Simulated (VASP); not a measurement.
# Al2O3 (R-3c) in VASP: further runs, part 2 of 2

VASP 6.6.1. The steps go on from the part before.

## Step 4: Single point, PBEsol (9.47 Å³/atom)

The input, INCAR:

```
SYSTEM = Al2O3
ALGO = Normal
EDIFF = 1E-7
ENCUT = 520
GGA = PS
ISIF = 2
ISMEAR = 0
LASPH = .TRUE.
LCHARG = .FALSE.
LREAL = .FALSE.
LWAVE = .FALSE.
NBANDS = 35
NELM = 100
PREC = Accurate
SIGMA = 0.05
```

The input, KPOINTS:

```
k-points
0
G
  6 6 6
  0 0 0
```

The input, POSCAR:

```
Al2O3
1.0
    2.4686496626      1.4252755473      4.4867528069
   -2.4686496626      1.4252755473      4.4867528069
    0.0000000000     -2.8505510945      4.4867528069
Al O
4 6
Direct
    0.8520350473      0.8520350473      0.8520350473
    0.6479649527      0.6479649527      0.6479649527
    0.1479649527      0.1479649527      0.1479649527
    0.3520350473      0.3520350473      0.3520350473
    0.0558571577      0.4441428423      0.7500000000
    0.7500000000      0.0558571577      0.4441428423
    0.4441428423      0.7500000000      0.0558571577
    0.9441428423      0.5558571577      0.2500000000
    0.2500000000      0.9441428423      0.5558571577
    0.5558571577      0.2500000000      0.9441428423
```

Run with:

```bash
> cat potpaw_PBE.64/Al/POTCAR potpaw_PBE.64/O/POTCAR > POTCAR
> mpirun -np 1 vasp_std > vasp.out
```

Wall time 3.5 min (1 thread of Intel Xeon 8259CL, shared host); peak memory 0.26 GiB.

It converged, with:

```
Free energy            : -78.0591 eV
Pressure               : -20.1 GPa
Largest force          : 0.105 eV/Å
Band gap on the k mesh : 4.84 eV
```

Forces in eV/Å, atoms in the order of the input:
```
Al   0.000  0.000  0.036
Al   0.000  0.000 -0.036
Al   0.000  0.000 -0.036
Al   0.000  0.000  0.036
O   -0.105  0.000  0.000
O    0.053 -0.091  0.000
O    0.053  0.091  0.000
O    0.105  0.000  0.000
O   -0.053  0.091  0.000
O   -0.053 -0.091  0.000
```

Stress tensor (GPa, compression positive):
```
-20.55   0.00   0.00
  0.00 -20.55   0.00
  0.00   0.00 -19.13
```

Levels at points of the mesh, in eV from the valence-band top:
```tsv
k point	band 21	band 22	band 23	band 24	band 25	band 26	band 27	band 28
(0.00, 0.00, 0.00)	-0.39	-0.02	-0.02	0.00	4.84	8.16	9.36	10.46
(0.50, 0.00, 0.00)	-0.76	-0.76	-0.20	-0.20	8.14	8.14	8.53	8.53
(0.50, 0.50, 0.00)	-0.86	-0.80	-0.61	-0.19	8.31	8.67	8.89	9.32
(0.50, 0.50, 0.50)	-0.30	-0.30	-0.30	-0.30	7.42	7.42	10.05	10.05
```

Caveat: the cell stands under tension; the PAW data sets were made with another functional, which shifts forces and pressure a little.

## Step 5: Single point, PBEsol (9.93 Å³/atom)

This run uses another cell than the first one, of 9.93 Å³/atom.

The input, INCAR:

```
SYSTEM = Al2O3
PREC = Accurate
ENCUT = 520
EDIFF = 1E-6
ISMEAR = 0
SIGMA = 0.05
LREAL = .FALSE.
LASPH = .TRUE.
NELM = 60
ALGO = Normal
ISIF = 2
LWAVE = .FALSE.
LCHARG = .FALSE.
GGA = PS
NBANDS = 35
```

The input, KPOINTS:

```
Automatic mesh
0
G
  6 6 6
  0 0 0
```

POSCAR, as its differences from that of step 4:

```diff
@@ -2,5 +2,5 @@
 1.0
-    2.4686496626      1.4252755473      4.4867528069
-   -2.4686496626      1.4252755473      4.4867528069
-    0.0000000000     -2.8505510945      4.4867528069
+    2.5301836590      1.4608022166      4.4772443241
+   -2.5301836590      1.4608022166      4.4772443241
+    0.0000000000     -2.9216044333      4.4772443241
 Al O
```

Run with:

```bash
> cat potpaw_PBE.64/Al/POTCAR potpaw_PBE.64/O/POTCAR > POTCAR
> mpirun -np 1 vasp_std > vasp.out
```

Run time: 3.4 min. Hardware: 1 thread of Intel Xeon 8259CL, shared host; peak memory 0.27 GiB.

It converged, with:

| Property | Result |
| --- | --- |
| Free energy | -77.3254 eV |
| Pressure | -26.9 GPa |
| Largest force | 0.217 eV/Å |
| Band gap on the k mesh | 4.14 eV |

Forces on the atoms (eV/Å):
```
Al   0.000  0.000  0.144
Al   0.000  0.000 -0.144
Al   0.000  0.000 -0.144
Al   0.000  0.000  0.144
O   -0.217  0.000  0.000
O    0.109 -0.188  0.000
O    0.109  0.188  0.000
O    0.217  0.000  0.000
O   -0.109  0.188  0.000
O   -0.109 -0.188  0.000
```

Stress tensor (GPa, compression positive):
```
-30.38   0.00   0.00
  0.00 -30.38   0.00
  0.00   0.00 -19.98
```

Levels at points of the mesh, in eV from the valence-band top:
| k point | band 22 | band 23 | band 24 | band 25 | band 26 | band 27 |
| --- | --- | --- | --- | --- | --- | --- |
| (0.00, 0.00, 0.00) | -0.22 | -0.22 | 0.00 | 4.14 | 7.51 | 8.73 |
| (0.50, 0.00, 0.00) | -0.82 | -0.27 | -0.27 | 7.48 | 7.48 | 7.96 |
| (0.50, 0.50, 0.00) | -0.93 | -0.63 | -0.26 | 7.65 | 7.99 | 8.26 |
| (0.50, 0.50, 0.50) | -0.49 | -0.49 | -0.49 | 6.73 | 6.73 | 9.56 |

Caveat: the stress differs along the axes, from -30 to -20 GPa; the PAW data sets were made with another functional, which shifts forces and pressure a little.

## Step 6: Single point, PBEsol (9.93 Å³/atom)

This run uses another cell than the first one, of 9.93 Å³/atom.

The input, INCAR:

```
SYSTEM = Al2O3
ALGO = Normal
EDIFF = 1E-6
ENCUT = 520
GGA = PS
ISIF = 2
ISMEAR = 0
LASPH = .TRUE.
LCHARG = .FALSE.
LREAL = .FALSE.
LWAVE = .FALSE.
NBANDS = 35
NELM = 100
PREC = Accurate
SIGMA = 0.05
```

The input, KPOINTS:

```
k-points
0
G
  6 6 6
  0 0 0
```

POSCAR, as its differences from that of step 5:

```diff
@@ -2,5 +2,5 @@
 1.0
-    2.5301836590      1.4608022166      4.4772443241
-   -2.5301836590      1.4608022166      4.4772443241
-    0.0000000000     -2.9216044333      4.4772443241
+    2.4854834083      1.4349945149      4.6397347278
+   -2.4854834083      1.4349945149      4.6397347278
+    0.0000000000     -2.8699890297      4.6397347278
 Al O
```

Potentials or basis: VASP PAW PBE potentials, release 64 (Al, O).

Run with:

```bash
> cat potpaw_PBE.64/Al/POTCAR potpaw_PBE.64/O/POTCAR > POTCAR
> mpirun -np 1 vasp_std > vasp.out
```

Wall time 94 s (1 thread of Intel Xeon Platinum 8488C (Sapphire Rapids), shared host); peak memory 0.28 GiB.

Results (log left out):

```
Free energy            : -77.3666 eV
Pressure               : -26.5 GPa
Largest force          : 0.068 eV/Å
Band gap on the k mesh : 4.25 eV
```

Forces on the atoms (eV/Å):
```
Al   0.000  0.000 -0.029
Al   0.000  0.000  0.029
Al   0.000  0.000  0.029
Al   0.000  0.000 -0.029
O   -0.068  0.000  0.000
O    0.034 -0.059  0.000
O    0.034  0.059  0.000
O    0.068  0.000  0.000
O   -0.034  0.059  0.000
O   -0.034 -0.059  0.000
```

Stress tensor (GPa, compression positive):
```
-24.26   0.00   0.00
  0.00 -24.26   0.00
  0.00   0.00 -31.04
```

Levels at points of the mesh, in eV from the valence-band top:
| k point | band 21 | band 22 | band 23 | band 24 | band 25 | band 26 | band 27 | band 28 |
| --- | --- | --- | --- | --- | --- | --- | --- | --- |
| (0.00, 0.00, 0.00) | -0.37 | -0.21 | 0.00 | 0.00 | 4.25 | 7.92 | 8.68 | 9.73 |
| (0.50, 0.00, 0.00) | -0.76 | -0.76 | -0.27 | -0.27 | 7.48 | 7.48 | 8.05 | 8.05 |
| (0.50, 0.50, 0.00) | -0.83 | -0.76 | -0.69 | -0.25 | 7.62 | 8.10 | 8.73 | 8.86 |
| (0.50, 0.50, 0.50) | -0.25 | -0.25 | -0.25 | -0.25 | 6.94 | 6.94 | 9.47 | 9.47 |

Caveat: the stress differs along the axes, from -31 to -24 GPa; the PAW data sets were made with another functional, which shifts forces and pressure a little.

## Step 7: Overview

```csv
cell,gap on the mesh (eV),pressure (GPa),largest force (eV/Å)
"a = 5.212 Å, angles 57.7°, 10 atoms",4.44,-20.4,0.32
"a = 5.428 Å, angles 53.1°, 10 atoms",4.67,-19.4,0.14
"a = 5.316 Å, angles 55.3°, 10 atoms",4.84,-20.1,0.11
"a = 5.346 Å, angles 56.5°, 10 atoms",4.14,-26.9,0.22
"a = 5.456 Å, angles 54.2°, 10 atoms",4.25,-26.5,0.07
```

Alike in all rows: task single point; level PBEsol; potentials or basis VASP PAW PBE potentials, release 64 (Al, O); no spin polarisation; k mesh 6 × 6 × 6; cutoff (eV) 520; smearing gaussian 0.05 eV.

Caveats: the PAW data sets were made with another functional, which shifts forces and pressure a little; the stress differs along the axes, from -27 to -7 GPa (at least some runs); the stress differs along the axes, from -31 to -14 GPa (at least some runs); the cell stands under tension (at least some runs); the stress differs along the axes, from -30 to -20 GPa (at least some runs); the stress differs along the axes, from -31 to -24 GPa (at least some runs).

Total energies depend on the potentials used, so only differences within one code and one set of settings carry meaning.
